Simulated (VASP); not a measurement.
Here is a VASP 6.6.1 calculation.

The input INCAR:

```
ALGO = Normal
EDIFF = 1E-6
EDIFFG = -0.02
ENCUT = 600
GGA = PS
IBRION = 2
ISIF = 3
ISMEAR = -1
LASPH = T
LCHARG = F
LREAL = F
LWAVE = F
NELM = 80
NSW = 80
PREC = Accurate
SIGMA = 0.05
```

File KPOINTS:

```
k-points
0
Gamma
  9 9 9
```

The input POSCAR:

```
Na
1.0
   -2.1410000000      2.1410000000      2.1410000000
    2.1410000000     -2.1410000000      2.1410000000
    2.1410000000      2.1410000000     -2.1410000000
Na
1
Direct
    0.0000000000      0.0000000000      0.0000000000
```

Potentials or basis: VASP PAW PBE potentials, release 64 (Na_pv).

The run is started by

```console
$ cat potpaw_PBE.64/Na_pv/POTCAR > POTCAR
$ mpirun -np 1 vasp_std > vasp.out
```

**Question.** Estimate the space group after relaxing (to 0.1 Å).

**Answer.** Im-3m (No. 229).

**Question.** Predict the relaxed cell.

**Answer.** a = 3.609 Å, b = 3.609 Å, c = 3.609 Å, α = 109.47°, β = 109.47°, γ = 109.47°.

**Question.** Predict the band gap on the k mesh.

**Answer.** Zero (an odd number of electrons rules out a gap without spin polarisation).

The path:
| step | energy change (eV) | largest force (eV/Å) | pressure (GPa) | volume (Å³) |
| --- | --- | --- | --- | --- |
| 1 | 0.0000 | 0.0000 | -0.57 | 39.26 |
| 2 | -0.0024 | 0.0000 | -0.45 | 38.47 |
| 3 | -0.0058 | 0.0000 | -0.02 | 36.18 |

Caveat: the PAW data sets were made with another functional, which shifts forces and pressure a little.
